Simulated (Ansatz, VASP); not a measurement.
**Two plane-wave programs on Zn**

```xyz
1
Lattice="-1.5600 1.5600 1.5600 1.5600 -1.5600 1.5600 1.5600 1.5600 -1.5600" Properties=species:S:1:pos:R:3 pbc="T T T"
Zn    0.0000    0.0000    0.0000
```

Alike in both runs: task single point; functional PBE; k mesh 8 × 8 × 8; occupations gaussian, width 0.05 eV; no spin polarisation.

```csv
,VASP,Ansatz
version,VASP 6.6.1,Ansatz 0.2.0
potentials or method,"VASP PAW PBE potentials, release 64 (Zn), cutoff 500 eV","scalar-relativistic, plane waves, PAW"
valence electrons in the cell,12,12
```

|  | VASP | Ansatz | Ansatz less VASP |
| --- | --- | --- | --- |
| gap on the k mesh at the Fermi level (eV) | none | none | - |
| pressure (GPa) | 0.4 | 0.0 | -0.38 |

A gap of «none» marks a metal or a gap that the smearing closes.
